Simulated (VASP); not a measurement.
# CdSb3O (P6/mmm) in VASP: single point with PBE

Aim: the single point of CdSb3O with PBE.

Program: VASP 6.6.1. These are calculated values, not measurements. Logs are shortened: lines on timing, memory, paths and dates and some standing lists are left out, and cuts for length are marked.

## 1. The cell of the first run

The structure is hexagonal, space group P6/mmm (No. 191). The conventional cell has a = 5.663 Å, b = 5.663 Å, c = 5.076 Å, α = 90.00°, β = 90.00°, γ = 120.00°. Within 3.3 Å of Cd (site symmetry 6/mmm) lie 2 O at 2.54 Å. Sb (site symmetry mmm) has 4 Sb at 2.83 Å and 2 O at 2.83 Å and 4 Cd at 3.80 Å within 3.9 Å. Within 3.3 Å of O (site symmetry 6/mmm) lie 2 Cd at 2.54 Å and 6 Sb at 2.83 Å.

The cell was generated, and may not be a known phase.

## 2. Single point, PBE

Contents of INCAR:

```
PREC     = Accurate       # precision mode
ENCUT    = 520            # plane-wave cutoff, eV
EDIFF    = 1E-7           # SCF threshold, eV
ISMEAR   = 0              # smearing method
SIGMA    = 0.1            # smearing width, eV
LREAL    = False          # projectors in reciprocal space
LASPH    = True           # aspherical terms in the spheres
NELM     = 60             # most SCF steps
ALGO     = Normal         # electronic algorithm
ISIF     = 2              # what is computed and relaxed
LWAVE    = False          # write WAVECAR
LCHARG   = True           # write CHGCAR
GGA      = PE             # functional
LELF     = True           # ELF
LVHAR    = True         
NBANDS   = 24             # bands
```

Contents of KPOINTS:

```
regular mesh
0
Gamma
  6 6 4
```

Contents of POSCAR:

```
CdSb3O
1.0
    5.6633213400      0.0000000000      0.0000000000
   -2.8316606700      4.9045801500      0.0000000000
    0.0000000000      0.0000000000      5.0757856000
Cd Sb O
1 3 1
Direct
    0.0000000000      0.0000000000      0.5000000000
    0.5000000000      0.0000000000      0.0000000000
    0.0000000000      0.5000000000      0.0000000000
    0.5000000000      0.5000000000      0.0000000000
    0.0000000000      0.0000000000      0.0000000000
```

Potentials or basis: VASP PAW PBE potentials, release 64 (Cd, Sb, O).

Launch:

```sh
$ cat potpaw_PBE.64/Cd/POTCAR potpaw_PBE.64/Sb/POTCAR potpaw_PBE.64/O/POTCAR > POTCAR
$ mpirun -np 1 vasp_std > vasp.out
```

OUTCAR:

```text
PREC = Accurate
   ENCUT = 520
   EDIFF = 1E-7
   ISMEAR = 0
   LREAL = False
   LASPH = True
   NELM = 60
   ISIF = 2
   GGA = PE

 ion  position               nearest neighbor table
   1  0.000  0.000  0.500-   5 2.54   5 2.54
   2  0.500  0.000  0.000-   3 2.83   4 2.83   4 2.83   3 2.83   5 2.83   5 2.83
   3  0.000  0.500  0.000-   2 2.83   5 2.83   5 2.83   2 2.83   4 2.83   4 2.83
   4  0.500  0.500  0.000-   2 2.83   5 2.83   2 2.83   5 2.83   3 2.83   3 2.83
   5  0.000  0.000  0.000-   1 2.54   1 2.54   4 2.83   3 2.83   3 2.83   4 2.83   2 2.83   2 2.83

  LATTYP: Found a hexagonal cell.
 ALAT       =     5.6633213400
 C/A-ratio  =     0.8962559769

  Lattice vectors:

 A1 = (   5.6633213400,   0.0000000000,   0.0000000000)
 A2 = (  -2.8316606700,   4.9045801500,   0.0000000000)
 A3 = (   0.0000000000,   0.0000000000,   5.0757856000)

Analysis of symmetry for initial positions (statically):
=====================================================================
 Subroutine PRICEL returns:
 Original cell was already a primitive cell.

 Routine SETGRP: Setting up the symmetry group for a
 hexagonal supercell.

 Subroutine GETGRP returns: Found 24 space group operations
 (whereof 24 operations were pure point group operations)
 out of a pool of 24 trial point group operations.

The static configuration has the point symmetry D_6h.

Analysis of symmetry for dynamics (positions and initial velocities):
=====================================================================
 Subroutine PRICEL returns:
 Original cell was already a primitive cell.

 Routine SETGRP: Setting up the symmetry group for a
 hexagonal supercell.

 Subroutine GETGRP returns: Found 24 space group operations
 (whereof 24 operations were pure point group operations)
 out of a pool of 24 trial point group operations.

The dynamic configuration has the point symmetry D_6h.

 Subroutine INISYM returns: Found 24 space group operations
 (whereof 24 operations are pure point group operations),
 and found     1 'primitive' translations

----------------------------------------------------------------------------------------

                                     Primitive cell

  volume of cell :     140.9861

  direct lattice vectors                    reciprocal lattice vectors
     5.663321340  0.000000000  0.000000000     0.176574829  0.101945525  0.000000000
    -2.831660670  4.904580150  0.000000000     0.000000000  0.203891051  0.000000000
     0.000000000  0.000000000  5.075785600     0.000000000  0.000000000  0.197013838

  length of vectors
     5.663321340  5.663321340  5.075785600     0.203891051  0.203891051  0.197013838

  position of ions in fractional coordinates (direct lattice)
     0.000000000  0.000000000  0.500000000
     0.500000000  0.000000000  0.000000000
     0.000000000  0.500000000  0.000000000
     0.500000000  0.500000000  0.000000000
     0.000000000  0.000000000  0.000000000

  ion indices of the primitive-cell ions
   primitive index   ion index
                 1           1
                 2           2
                 3           3
                 4           4
                 5           5

----------------------------------------------------------------------------------------

 KPOINTS: regular mesh

Automatic generation of k-mesh.
 Grid dimensions read from file:
 generate k-points for:    6    6    4

 Generating k-lattice:

  Cartesian coordinates                     Fractional coordinates (reciprocal lattice)
     0.029429138  0.016990921  0.000000000     0.166666667  0.000000000  0.000000000
     0.000000000  0.033981842  0.000000000     0.000000000  0.166666667  0.000000000
     0.000000000  0.000000000  0.049253459     0.000000000  0.000000000  0.250000000

  Length of vectors
     0.033981842  0.033981842  0.049253459

  Shift w.r.t. Gamma in fractional coordinates (k-lattice)
     0.000000000  0.000000000  0.000000000

 Subroutine IBZKPT returns following result:
 ===========================================

 Found     21 irreducible k-points:

 Following reciprocal coordinates:
            Coordinates               Weight
  0.000000  0.000000  0.000000      1.000000
  0.166667  0.000000  0.000000      6.000000
  0.333333  0.000000  0.000000      6.000000
  0.500000 -0.000000  0.000000      3.000000
  0.166667  0.166667  0.000000      6.000000
  0.333333  0.166667  0.000000     12.000000
[... 13 lines left out ...]
  0.333333  0.166667  0.500000     12.000000
  0.333333  0.333333  0.500000      2.000000
   k-points           NKPTS =     21   k-points in BZ     NKDIM =     21   number of bands    NBANDS=     24
   number of dos      NEDOS =    301   number of ions     NIONS =      5
   total plane-waves  NPLWV =  70560
   dimension x,y,z NGX =    42 NGY =   42 NGZ =   40
   dimension x,y,z NGXF=    84 NGYF=   84 NGZF=   80
   ions per type =               1   3   1
   NGX,Y,Z   is equivalent  to a cutoff of  12.33, 12.33, 13.10 a.u.
   NGXF,Y,Z  is equivalent  to a cutoff of  24.66, 24.66, 26.20 a.u.
 SYSTEM =  unknown system
   PREC   = accura    normal or accurate (medium, high low for compatibility)
   ISTART =      0    job   : 0-new  1-cont  2-samecut
   ICHARG =      2    charge: 1-file 2-atom 10-const
   ISPIN  =      1    spin polarized calculation?
   LNONCOLLINEAR =      F non collinear calculations
   LSORBIT =      F    spin-orbit coupling
   LASPH  =      T    aspherical Exc in radial PAW
   ENCUT  =  520.0 eV  38.22 Ry    6.18 a.u.  10.53 10.53  9.44*2*pi/ulx,y,z
   NELM   =     60;   NELMIN=  2; NELMDL= -5     # of ELM steps
   EDIFF  = 0.1E-06   stopping-criterion for ELM
   LREAL  =      F    real-space projection
   EDIFFG = 0.1E-05   stopping-criterion for IOM
   NSW    =      0    number of steps for IOM
   IBRION =     -1    ionic relax: 0-MD 1-quasi-New 2-CG
   NFREE  =      0    steps in history (QN), initial steepest desc. (CG)
   ISIF   =      2    stress and relaxation
   ISYM   =      2    0-nonsym 1-usesym 2-fastsym
   POTIM  = 0.5000    time-step for ionic-motion
   TEBEG  =    0.0;   TEEND  =   0.0 temperature during run
   PSTRESS=    0.0 pullay stress
   NELECT =      33.0000    total number of electrons
   NUPDOWN=      -1.0000    fix difference up-down
   EMIN   =  10.00;   EMAX   =-10.00  energy-range for DOS
   EFERMI =   0.00;   METHOD = LEGACY
   ISMEAR =     0;   SIGMA  =   0.10  broadening in eV -4-tet -1-fermi 0-gaus
   EFERMI_NEDOS =   21; number of points for ismear=-14 and -15
   IALGO  =     38    algorithm
   IMIX   =      4    mixing-type and parameters
     AMIX     =   0.40;   BMIX     =  1.00
     AMIX_MAG =   1.60;   BMIX_MAG =  1.00
  volume/ion in A,a.u.               =      28.20       190.28
  Fermi-wavevector in a.u.,A,eV,Ry     =   1.008914  1.906571 13.849465  1.017907
  Thomas-Fermi vector in A             =   2.141810
   LORBIT       =      0    0 simple, 1 ext, 2 COOP (PROOUT), +10 PAW based schemes
   GGA     = PE    functional components
   LHFCALC =     F    Hartree Fock is set to
   AEXX    =    0.0000 exact exchange contribution
   IVDW    =     0    specifies the selected vdW correction
   LEPSILON=     F    determine dielectric tensor
   LRPA    =     F    only Hartree local field effects (RPA)
 non-spin polarized calculation
 Gauss-broadening in eV      SIGMA  =   0.10
  energy-cutoff  :      520.00
  volume of cell :      140.99
 maximum number of plane-waves:      3835
   NGX = 21   NGY = 21   NGZ = 19

 number of electron      33.0000004 magnetization

 Free energy of the ion-electron system (eV)
  ---------------------------------------------------
  ext. energy  EPLUGINS =         0.00000000
  ---------------------------------------------------
  free energy    TOTEN  =       -15.51506778 eV

  energy without entropy =      -15.48366181  energy(sigma->0) =      -15.49936480

 E-fermi :   4.4314     XC(G=0):  -9.0303

 val. band max:        4.4097683087   @ k =   0.3333   0.3333   0.5000
 cond. band min:       4.4363292514   @ k =   0.5000  -0.0000   0.0000
 fundamental gap:      0.0265609427
 Fermi energy:         4.4314098063

 k-point     1 :       0.0000    0.0000    0.0000
  band No.  band energies     occupation
      1     -12.9487      2.00000
      2      -7.7237      2.00000
      3      -3.8248      2.00000
      4      -3.8248      2.00000
      5      -3.6785      2.00000
      6      -3.6785      2.00000
[... 16 lines left out ...]
     23       9.6422      0.00000
     24      10.3881      0.00000

 k-point     2 :       0.1667    0.0000    0.0000
  band No.  band energies     occupation
      1     -12.9363      2.00000
      2      -7.6456      2.00000
      3      -4.1257      2.00000
      4      -3.8185      2.00000
      5      -3.6830      2.00000
      6      -3.6796      2.00000
[... 16 lines left out ...]
     23       9.7101      0.00000
     24      10.1270      0.00000

 k-point     3 :       0.3333    0.0000    0.0000
  band No.  band energies     occupation
      1     -12.9116      2.00000
      2      -7.4112      2.00000
      3      -5.2828      2.00000
      4      -3.7964      2.00000
      5      -3.7477      2.00000
      6      -3.6918      2.00000
[... 16 lines left out ...]
     23       8.6549      0.00000
     24       9.7352      0.00000
[... 433 lines left out ...]
 k-point    20 :       0.3333    0.1667    0.5000
  band No.  band energies     occupation
      1     -12.8505      2.00000
      2      -7.1087      2.00000
      3      -5.8946      2.00000
      4      -3.8077      2.00000
      5      -3.8076      2.00000
      6      -3.7764      2.00000
[... 16 lines left out ...]
     23       9.6020      0.00000
     24      10.0287      0.00000

 k-point    21 :       0.3333    0.3333    0.5000
  band No.  band energies     occupation
      1     -12.8444      2.00000
      2      -6.6155      2.00000
      3      -6.6155      2.00000
      4      -3.8072      2.00000
      5      -3.7712      2.00000
      6      -3.7712      2.00000
[... 16 lines left out ...]
     23       9.0288      0.00000
     24       9.0288      0.00000

------------------------ aborting loop because EDIFF is reached ----------------------------------------

  FORCE on cell =-STRESS in cart. coord.  units (eV):
  Direction    XX          YY          ZZ          XY          YZ          ZX
  --------------------------------------------------------------------------------------
  -------------------------------------------------------------------------------------
  Total        7.0927820      7.0927820     -4.0923982     -0.0000000     -0.0000000     -0.0000000
  in kB       80.6029402     80.6029402    -46.5063397     -0.0000000     -0.0000000     -0.0000000
  external PRESSURE =      38.2331803 kB  Pullay stress =       0.0000000 kB

 VOLUME and BASIS-vectors are now :
 -----------------------------------------------------------------------------
  energy-cutoff  :      520.00
  volume of cell :      140.99
      direct lattice vectors                 reciprocal lattice vectors
     5.663321340  0.000000000  0.000000000     0.176574829  0.101945525  0.000000000
    -2.831660670  4.904580150  0.000000000     0.000000000  0.203891051  0.000000000
     0.000000000  0.000000000  5.075785600     0.000000000  0.000000000  0.197013838

 POSITION                                       TOTAL-FORCE (eV/Angst)
 -----------------------------------------------------------------------------------
      0.00000      0.00000      2.53789         0.000000      0.000000      0.000000
      2.83166      0.00000      0.00000        -0.000000      0.000000      0.000000
     -1.41583      2.45229      0.00000         0.000000      0.000000      0.000000
      1.41583      2.45229      0.00000         0.000000      0.000000      0.000000
      0.00000      0.00000      0.00000         0.000000      0.000000      0.000000
 -----------------------------------------------------------------------------------
    total drift:                                0.000000     -0.000000     -0.000000

  FREE ENERGIE OF THE ION-ELECTRON SYSTEM (eV)
  ---------------------------------------------------
  free  energy   TOTEN  =       -15.5150677846 eV

  energy  without entropy=      -15.4836618142  energy(sigma->0) =      -15.49936480
```

Run time: 2.5 min. Hardware: 1 thread of Intel Xeon 8259CL, shared host; peak memory 0.29 GiB.

What came out:

```yaml
Free_energy: -15.5151 eV
Pressure: 3.8 GPa
Band_gap_on_the_k_mesh: zero (an odd number of electrons rules out a gap without spin polarisation)
```

Levels at points of the mesh, in eV from the Fermi level:
| k point | band 13 | band 14 | band 15 | band 16 | band 17 | band 18 | band 19 | band 20 |
| --- | --- | --- | --- | --- | --- | --- | --- | --- |
| (0.00, 0.00, 0.00) | -4.12 | -1.90 | -1.69 | 0.03 | 0.03 | 1.17 | 1.17 | 4.48 |
| (0.50, 0.00, 0.00) | -2.63 | -2.01 | -0.94 | -0.63 | 0.00 | 0.50 | 0.97 | 1.33 |
| (0.00, 0.00, 0.50) | -5.01 | -2.03 | 0.12 | 0.12 | 0.43 | 0.43 | 1.69 | 2.53 |
| (0.50, 0.00, 0.50) | -2.80 | -2.52 | -1.28 | -0.38 | 0.05 | 0.66 | 1.18 | 1.30 |

Caveat: the stress differs along the axes, from -5 to 8 GPa; spin-orbit coupling is left out, which moves the levels of the heavy elements; an odd number of electrons without spin polarisation forces a metal; a magnetic or distorted state may lie lower.

The gap in the log of VASP goes by the Fermi energy; the results here count the filled bands.